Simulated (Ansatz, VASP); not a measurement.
# Two plane-wave programs on AlC

```xyz
2
Lattice="3.4976 0.0000 0.0000 -1.7488 3.0290 0.0000 0.0000 0.0000 2.7126" Properties=species:S:1:pos:R:3 pbc="T T T"
Al    0.0000    0.0000    0.0000
C     0.0000    2.0193    1.3563
```

Alike in both runs: task single point; functional PBEsol; k mesh 15 × 15 × 16; occupations gaussian, width 0.1 eV; no spin polarisation.

```csv
,VASP,Ansatz
version,VASP 6.6.1,Ansatz 0.2.0
potentials or method,"VASP PAW PBE potentials, release 64 (Al, C), cutoff 520 eV","scalar-relativistic, plane waves, PAW"
valence electrons in the cell,7,7
```

VASP gave:

| Property | Result |
| --- | --- |
| gap on the k mesh at the Fermi level (eV) | none |
| pressure (GPa) | -31.4 |
| traceless stress, the component that is largest in VASP (GPa) | -0.51 |

Q: Which values does Ansatz return?

A: gap on the k mesh at the Fermi level (eV): none; pressure (GPa): -31.4; traceless stress, the component that is largest in VASP (GPa): -0.52.

VASP's potentials were made for PBE, not for PBEsol. A gap of «none» marks a metal or a gap that the smearing closes. Both programs put the cell under strong tension, so it lies far from rest at this level.

Noted on VASP's run: the cell as given lies far from equilibrium.
